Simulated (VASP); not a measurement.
## Ag: single point with PBEsol

The system is Ag.

```
CELL_PARAMETERS angstrom
0.00000 2.04310 2.04310
2.12482 0.00000 2.04310
2.12482 2.04310 0.00000
ATOMIC_POSITIONS crystal
Ag 0.00000 0.00000 0.00000
```

This cell differs from its parent crystal: strain +0.0400 x Voigt [1, 0, 0, 0, 0, 0].

```json
{"Program": "VASP 6.6.1", "Task": "single point", "Functional": "PBEsol", "Potentials or basis": "VASP PAW PBE potentials, release 64 (Ag)", "Cutoff": "520 eV", "k mesh": "20 × 20 × 20", "Occupations": "gaussian, width 0.15 eV", "Spin": "no spin polarisation", "Dipole correction": "no", "Further INCAR settings": "ALGO = Fast; EDIFF = 1e-07; NBANDS = 12"}
```

```yaml
Pressure: -6.3 GPa
```

Stress tensor (GPa, compression positive):
```
-7.37  0.00  0.00
 0.00 -5.84  0.00
 0.00  0.00 -5.84
```

Levels at points of the mesh, in eV from the Fermi level:
| k point | band 3 | band 4 | band 5 | band 6 | band 7 | band 8 | band 9 | band 10 |
| --- | --- | --- | --- | --- | --- | --- | --- | --- |
| (0.00, 0.00, 0.00) | -4.54 | -4.54 | -3.77 | -3.52 | 15.93 | 18.95 | 19.40 | 19.40 |
| (0.50, 0.00, 0.00) | -4.53 | -2.95 | -2.85 | -0.34 | 3.39 | 15.00 | 17.12 | 17.88 |
| (0.50, 0.50, 0.00) | -2.94 | -2.79 | -2.61 | 1.81 | 6.74 | 10.19 | 10.21 | 16.50 |
| (0.00, 0.50, 0.50) | -2.92 | -2.72 | -2.72 | 1.17 | 5.80 | 10.88 | 10.88 | 17.14 |

Run time: 64 s on 1 thread of AMD EPYC 9R45 96-Core Processor (Zen 5), with other jobs on the host, peak memory 0.22 GiB.

Caveat: the cell differs from its parent crystal (strain +0.0400 x Voigt [1, 0, 0, 0, 0, 0]); the PAW data sets were made with another functional, which shifts forces and pressure a little.
